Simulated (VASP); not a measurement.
# Mg9O8 (a cell with a defect) in VASP: single point with PBE

Aim: the single point of Mg9O8 (a cell with a defect) with PBE.

Program: VASP 6.6.1. These are calculated values, not measurements. Logs are shortened: lines on timing, memory, paths and dates and some standing lists are left out, and cuts for length are marked.

### 1 The cell of the first run

The cell holds a defect, 17 atoms: a = 5.694 Å, b = 5.694 Å, c = 5.694 Å, α = 60.00°, β = 60.00°, γ = 60.00°.

### 2 Single point, PBE

Input file INCAR:

```
SYSTEM = Mg9O8
PREC = Accurate
ENCUT = 750
EDIFF = 1E-6
ISMEAR = 0
SIGMA = 0.05
LREAL = Auto
LASPH = .True.
NELM = 120
ALGO = Normal
ISIF = 2
LWAVE = .False.
LCHARG = .False.
GGA = PE
NBANDS = 83
GGA_COMPAT = .False.
```

Input file KPOINTS:

```
regular mesh
0
Gamma
  2 2 2
  0 0 0
```

Input file POSCAR:

```
Mg9O8
1.0
    0.0000000000      4.0260000000      4.0260000000
    4.0260000000      0.0000000000      4.0260000000
    4.0260000000      4.0260000000      0.0000000000
Mg O
9 8
Direct
   -0.0115735221     -0.0021264282      0.0266830601
    0.0334418778     -0.0440861898      0.5253020368
    0.0325202434      0.4961496523     -0.0136387233
   -0.0051838053      0.4912026826      0.5210697963
    0.4654475907      0.0213748137      0.0497856433
    0.4867343517     -0.0440234724      0.5255455787
    0.4863525832      0.4963771734     -0.0135733979
    0.5556423249      0.5995057129      0.2908390462
    0.5565279434      0.2614519374      0.6270925236
    0.2362922255      0.2497425484      0.2792485097
    0.2187151018      0.2182463984      0.7927749627
    0.2183286140      0.7627220566      0.2472963239
    0.2172832837      0.7684797566      0.7983038997
    0.7543430204      0.2326224540      0.2604940387
    0.7717682563      0.2187394436      0.7926058122
    0.7730730253      0.7626619473      0.2477444113
    0.7267979384      0.7596643070      0.7884429955
```

Potentials or basis: VASP PAW PBE potentials, release 64 (Mg_sv, O).

Run with:

```bash
$ cat potpaw_PBE.64/Mg_sv/POTCAR potpaw_PBE.64/O/POTCAR > POTCAR
$ mpirun -np 1 vasp_std > vasp.out
```

OUTCAR:

```text
SYSTEM = Mg9O8
   PREC = Accurate
   ENCUT = 750
   EDIFF = 1E-6
   ISMEAR = 0
   LREAL = Auto
   LASPH = .True.
   NELM = 120
   ISIF = 2
   GGA = PE

 ion  position               nearest neighbor table
   1  0.988  0.998  0.027-  12 1.81  16 1.82  11 1.82  15 1.82  13 1.84  14 1.89
   2  0.033  0.956  0.525-  13 1.87  12 1.93  10 2.02  17 2.05
   3  0.033  0.496  0.986-  13 1.87  11 1.93  10 2.02  17 2.05  16 2.13
   4  0.995  0.491  0.521-  10 1.95  16 2.00  12 2.00  15 2.00  11 2.01
   5  0.465  0.021  0.050-  10 1.84   8 2.02   9 2.02  15 2.05  11 2.05  16 2.06  12 2.06  17 2.11

   6  0.487  0.956  0.526-  13 1.87  16 1.93  10 2.02  17 2.05
   7  0.486  0.496  0.986-  13 1.87  15 1.93  10 2.02  17 2.05  12 2.12
   8  0.556  0.600  0.291-  16 1.75  12 1.75  14 1.86   9 1.92   5 2.02
   9  0.557  0.261  0.627-  11 1.75  15 1.75  14 1.86   8 1.92   5 2.02
  10  0.236  0.250  0.279-   5 1.84   4 1.95   3 2.02   7 2.02   2 2.02   6 2.02
  11  0.219  0.218  0.793-   9 1.75   1 1.82   3 1.93   4 2.01   5 2.05
  12  0.218  0.763  0.247-   8 1.75   1 1.81   2 1.93   4 2.00   5 2.06   7 2.12
  13  0.217  0.768  0.798-   1 1.84   2 1.87   3 1.87   6 1.87   7 1.87
  14  0.754  0.233  0.260-   9 1.86   8 1.86   1 1.89
  15  0.772  0.219  0.793-   9 1.75   1 1.82   7 1.93   4 2.00   5 2.05
  16  0.773  0.763  0.248-   8 1.75   1 1.82   6 1.93   4 2.00   5 2.06   3 2.13
  17  0.727  0.760  0.788-   2 2.05   6 2.05   3 2.05   7 2.05   5 2.11

  LATTYP: Found a face centered cubic cell.
 ALAT       =     8.0520000000

  Lattice vectors:

 A1 = (   0.0000000000,   4.0260000000,   4.0260000000)
 A2 = (   4.0260000000,   0.0000000000,   4.0260000000)
 A3 = (   4.0260000000,   4.0260000000,   0.0000000000)

Analysis of symmetry for initial positions (statically):
=====================================================================
 Subroutine PRICEL returns:
 Original cell was already a primitive cell.

 Routine SETGRP: Setting up the symmetry group for a
 face centered cubic supercell.

 Subroutine GETGRP returns: Found  1 space group operations
 (whereof  1 operations were pure point group operations)
 out of a pool of 48 trial point group operations.

The static configuration has the point symmetry C_1 .

Analysis of symmetry for dynamics (positions and initial velocities):
=====================================================================
 Subroutine PRICEL returns:
 Original cell was already a primitive cell.

 Routine SETGRP: Setting up the symmetry group for a
 face centered cubic supercell.

 Subroutine GETGRP returns: Found  1 space group operations
 (whereof  1 operations were pure point group operations)
 out of a pool of 48 trial point group operations.

The dynamic configuration has the point symmetry C_1 .

 Subroutine INISYM returns: Found  1 space group operations
 (whereof  1 operations are pure point group operations),
 and found     1 'primitive' translations

----------------------------------------------------------------------------------------

                                     Primitive cell

  volume of cell :     130.5123

  direct lattice vectors                    reciprocal lattice vectors
     0.000000000  4.026000000  4.026000000    -0.124192747  0.124192747  0.124192747
     4.026000000  0.000000000  4.026000000     0.124192747 -0.124192747  0.124192747
     4.026000000  4.026000000  0.000000000     0.124192747  0.124192747 -0.124192747

  length of vectors
     5.693623802  5.693623802  5.693623802     0.215108148  0.215108148  0.215108148

  position of ions in fractional coordinates (direct lattice)
     0.988426478  0.997873572  0.026683060
     0.033441878  0.955913810  0.525302037
     0.032520243  0.496149652  0.986361277
     0.994816195  0.491202683  0.521069796
     0.465447591  0.021374814  0.049785643
     0.486734352  0.955976528  0.525545579
[... 9 lines left out ...]
     0.773073025  0.762661947  0.247744411
     0.726797938  0.759664307  0.788442995

  ion indices of the primitive-cell ions
   primitive index   ion index
                 1           1
                 2           2
                 3           3
                 4           4
                 5           5
                 6           6
[... 9 lines left out ...]
                16          16
                17          17

----------------------------------------------------------------------------------------

 KPOINTS: regular mesh

Automatic generation of k-mesh.
 Grid dimensions read from file:
 generate k-points for:    2    2    2

 Generating k-lattice:

  Cartesian coordinates                     Fractional coordinates (reciprocal lattice)
    -0.062096374  0.062096374  0.062096374     0.500000000  0.000000000  0.000000000
     0.062096374 -0.062096374  0.062096374     0.000000000  0.500000000  0.000000000
     0.062096374  0.062096374 -0.062096374     0.000000000  0.000000000  0.500000000

  Length of vectors
     0.107554074  0.107554074  0.107554074

  Shift w.r.t. Gamma in fractional coordinates (k-lattice)
     0.000000000  0.000000000  0.000000000

 Subroutine IBZKPT returns following result:
 ===========================================

 Found      8 irreducible k-points:

 Following reciprocal coordinates:
            Coordinates               Weight
  0.000000  0.000000  0.000000      1.000000
  0.500000  0.000000  0.000000      1.000000
  0.000000  0.500000  0.000000      1.000000
  0.000000  0.000000  0.500000      1.000000
  0.500000  0.500000  0.500000      1.000000
  0.500000  0.500000  0.000000      1.000000
  0.000000  0.500000  0.500000      1.000000
  0.500000  0.000000  0.500000      1.000000
   k-points           NKPTS =      8   k-points in BZ     NKDIM =      8   number of bands    NBANDS=     83
   number of dos      NEDOS =    301   number of ions     NIONS =     17
   total plane-waves  NPLWV = 157464
   dimension x,y,z NGX =    54 NGY =   54 NGZ =   54
   dimension x,y,z NGXF=   108 NGYF=  108 NGZF=  108
   ions per type =               9   8
   NGX,Y,Z   is equivalent  to a cutoff of  15.77, 15.77, 15.77 a.u.
   NGXF,Y,Z  is equivalent  to a cutoff of  31.53, 31.53, 31.53 a.u.
 SYSTEM =  Mg9O8
   PREC   = accura    normal or accurate (medium, high low for compatibility)
   ISTART =      0    job   : 0-new  1-cont  2-samecut
   ICHARG =      2    charge: 1-file 2-atom 10-const
   ISPIN  =      1    spin polarized calculation?
   LNONCOLLINEAR =      F non collinear calculations
   LSORBIT =      F    spin-orbit coupling
   LASPH  =      T    aspherical Exc in radial PAW
   ENCUT  =  750.0 eV  55.12 Ry    7.42 a.u.  12.71 12.71 12.71*2*pi/ulx,y,z
   NELM   =    120;   NELMIN=  2; NELMDL= -5     # of ELM steps
   EDIFF  = 0.1E-05   stopping-criterion for ELM
   LREAL  =      T    real-space projection
   EDIFFG = 0.1E-04   stopping-criterion for IOM
   NSW    =      0    number of steps for IOM
   IBRION =     -1    ionic relax: 0-MD 1-quasi-New 2-CG
   NFREE  =      0    steps in history (QN), initial steepest desc. (CG)
   ISIF   =      2    stress and relaxation
   ISYM   =      2    0-nonsym 1-usesym 2-fastsym
   POTIM  = 0.5000    time-step for ionic-motion
   TEBEG  =    0.0;   TEEND  =   0.0 temperature during run
   PSTRESS=    0.0 pullay stress
   NELECT =     138.0000    total number of electrons
   NUPDOWN=      -1.0000    fix difference up-down
   EMIN   =  10.00;   EMAX   =-10.00  energy-range for DOS
   EFERMI =   0.00;   METHOD = LEGACY
   ISMEAR =     0;   SIGMA  =   0.05  broadening in eV -4-tet -1-fermi 0-gaus
   EFERMI_NEDOS =   21; number of points for ismear=-14 and -15
   IALGO  =     38    algorithm
   IMIX   =      4    mixing-type and parameters
     AMIX     =   0.40;   BMIX     =  1.00
     AMIX_MAG =   1.60;   BMIX_MAG =  1.00
  volume/ion in A,a.u.               =       7.68        51.81
  Fermi-wavevector in a.u.,A,eV,Ry     =   1.667826  3.151734 37.846561  2.781644
  Thomas-Fermi vector in A             =   2.753780
   LORBIT       =      0    0 simple, 1 ext, 2 COOP (PROOUT), +10 PAW based schemes
   GGA     = PE    functional components
   LHFCALC =     F    Hartree Fock is set to
   AEXX    =    0.0000 exact exchange contribution
   IVDW    =     0    specifies the selected vdW correction
   LEPSILON=     F    determine dielectric tensor
   LRPA    =     F    only Hartree local field effects (RPA)
 non-spin polarized calculation
 Gauss-broadening in eV      SIGMA  =   0.05
  energy-cutoff  :      750.00
  volume of cell :      130.51
 maximum number of plane-waves:      6116
 NGX is ok and might be reduce to    54
   NGX = 25   NGY = 25   NGZ = 25

 number of electron     138.0000008 magnetization

 Free energy of the ion-electron system (eV)
  ---------------------------------------------------
  ext. energy  EPLUGINS =         0.00000000
  ---------------------------------------------------
  free energy    TOTEN  =       -73.30805915 eV

  energy without entropy =      -73.30805914  energy(sigma->0) =      -73.30805915

 E-fermi :  11.5930     XC(G=0): -12.4863

 val. band max:       11.3988375157   @ k =   0.0000   0.5000   0.5000
 cond. band min:      11.7872563762   @ k =   0.0000   0.0000   0.0000
 fundamental gap:      0.3884188605
 Fermi energy:        11.5929863038

 k-point     1 :       0.0000    0.0000    0.0000
  band No.  band energies     occupation
      1     -68.8694      2.00000
      2     -67.6642      2.00000
      3     -67.5132      2.00000
      4     -67.5080      2.00000
      5     -67.5026      2.00000
      6     -67.4929      2.00000
[... 73 lines left out ...]
     80      17.5907      0.00000
     81      17.7648      0.00000

 k-point     2 :       0.5000    0.0000    0.0000
  band No.  band energies     occupation
      1     -68.8694      2.00000
      2     -67.6633      2.00000
      3     -67.5119      2.00000
      4     -67.5098      2.00000
      5     -67.5019      2.00000
      6     -67.5001      2.00000
[... 73 lines left out ...]
     80      16.5169      0.00000
     81      17.0994      0.00000

 k-point     3 :       0.0000    0.5000    0.0000
  band No.  band energies     occupation
      1     -68.8688      2.00000
      2     -67.6697      2.00000
      3     -67.5211      2.00000
      4     -67.5018      2.00000
      5     -67.5012      2.00000
      6     -67.4938      2.00000
[... 73 lines left out ...]
     80      16.8084      0.00000
     81      16.9435      0.00000

 k-point     4 :       0.0000    0.0000    0.5000
  band No.  band energies     occupation
      1     -68.8688      2.00000
      2     -67.6698      2.00000
      3     -67.5202      2.00000
      4     -67.5023      2.00000
      5     -67.5017      2.00000
      6     -67.4938      2.00000
[... 73 lines left out ...]
     80      16.8003      0.00000
     81      16.9950      0.00000

 k-point     5 :       0.5000    0.5000    0.5000
  band No.  band energies     occupation
      1     -68.8694      2.00000
      2     -67.6633      2.00000
      3     -67.5121      2.00000
      4     -67.5098      2.00000
      5     -67.5017      2.00000
      6     -67.5000      2.00000
[... 73 lines left out ...]
     80      16.5215      0.00000
     81      17.0977      0.00000

 k-point     6 :       0.5000    0.5000    0.0000
  band No.  band energies     occupation
      1     -68.8687      2.00000
      2     -67.6695      2.00000
      3     -67.5136      2.00000
      4     -67.5106      2.00000
      5     -67.5026      2.00000
      6     -67.4928      2.00000
[... 73 lines left out ...]
     80      16.6870      0.00000
     81      16.8527      0.00000

 k-point     7 :       0.0000    0.5000    0.5000
  band No.  band energies     occupation
      1     -68.8694      2.00000
      2     -67.6627      2.00000
      3     -67.5188      2.00000
      4     -67.5097      2.00000
      5     -67.5026      2.00000
      6     -67.4929      2.00000
[... 73 lines left out ...]
     80      16.4912      0.00000
     81      16.9034      0.00000

 k-point     8 :       0.5000    0.0000    0.5000
  band No.  band energies     occupation
      1     -68.8687      2.00000
      2     -67.6695      2.00000
      3     -67.5134      2.00000
      4     -67.5108      2.00000
      5     -67.5027      2.00000
      6     -67.4928      2.00000
[... 73 lines left out ...]
     80      16.6870      0.00000
     81      16.8528      0.00000
 [bands above 81 left out]

------------------------ aborting loop because EDIFF is reached ----------------------------------------

  FORCE on cell =-STRESS in cart. coord.  units (eV):
  Direction    XX          YY          ZZ          XY          YZ          ZX
  --------------------------------------------------------------------------------------
  -------------------------------------------------------------------------------------
  Total       65.5805709     77.5592328     77.5779268      0.1099367     -6.2183474     -0.0779245
  in kB      805.0715288    952.1223932    952.3518819      1.3495905    -76.3368535     -0.9566070
  external PRESSURE =     903.1819346 kB  Pullay stress =       0.0000000 kB

 VOLUME and BASIS-vectors are now :
 -----------------------------------------------------------------------------
  energy-cutoff  :      750.00
  volume of cell :      130.51
      direct lattice vectors                 reciprocal lattice vectors
     0.000000000  4.026000000  4.026000000    -0.124192747  0.124192747  0.124192747
     4.026000000  0.000000000  4.026000000     0.124192747 -0.124192747  0.124192747
     4.026000000  4.026000000  0.000000000     0.124192747  0.124192747 -0.124192747

 POSITION                                       TOTAL-FORCE (eV/Angst)
 -----------------------------------------------------------------------------------
      4.12487      4.08683      7.99684         0.029489      0.004121     -0.003455
      5.96338      2.24950      3.98315         0.012524     -0.021002     -0.010992
      5.96859      4.10202      2.12843         0.003967     -0.011669     -0.011696
      4.07541      6.10296      5.98271         0.021433     -0.000368      0.001191
      0.28649      2.07433      1.95995        -0.023777     -0.004863     -0.001962
      5.96461      4.07544      5.80835         0.013639      0.011183      0.019700
[... 9 lines left out ...]
      4.06790      4.10981      6.18287        -0.013073      0.015779      0.032370
      6.23268      6.10036      5.98450         0.011049     -0.003192     -0.000420
 -----------------------------------------------------------------------------------
    total drift:                               -0.019533     -0.000100     -0.004091

  FREE ENERGIE OF THE ION-ELECTRON SYSTEM (eV)
  ---------------------------------------------------
  free  energy   TOTEN  =       -73.3080591464 eV

  energy  without entropy=      -73.3080591444  energy(sigma->0) =      -73.30805915
```

Wall time 4.2 min (1 thread of Intel Xeon 6975P-C (Granite Rapids), shared host); peak memory 0.41 GiB.

Results:

- Free energy: -73.3081 eV
- Pressure: 90.3 GPa
- Largest force: 0.051 eV/Å
- Band gap on the k mesh: 0.39 eV

Forces on the atoms (eV/Å):
```
Mg   0.029  0.004 -0.003
Mg   0.013 -0.021 -0.011
Mg   0.004 -0.012 -0.012
Mg   0.021  0.000  0.001
Mg  -0.024 -0.005 -0.002
Mg   0.014  0.011  0.020
Mg   0.005  0.012  0.013
Mg   0.002 -0.014  0.003
Mg  -0.003  0.030 -0.036
O    0.018  0.001 -0.003
O   -0.009 -0.029 -0.019
O   -0.007 -0.025 -0.013
O    0.004 -0.001  0.000
O   -0.051  0.003  0.002
O   -0.013  0.033  0.028
O   -0.013  0.016  0.032
O    0.011 -0.003  0.000
```

Caveat: the k points lie up to 0.68 Å⁻¹ apart.
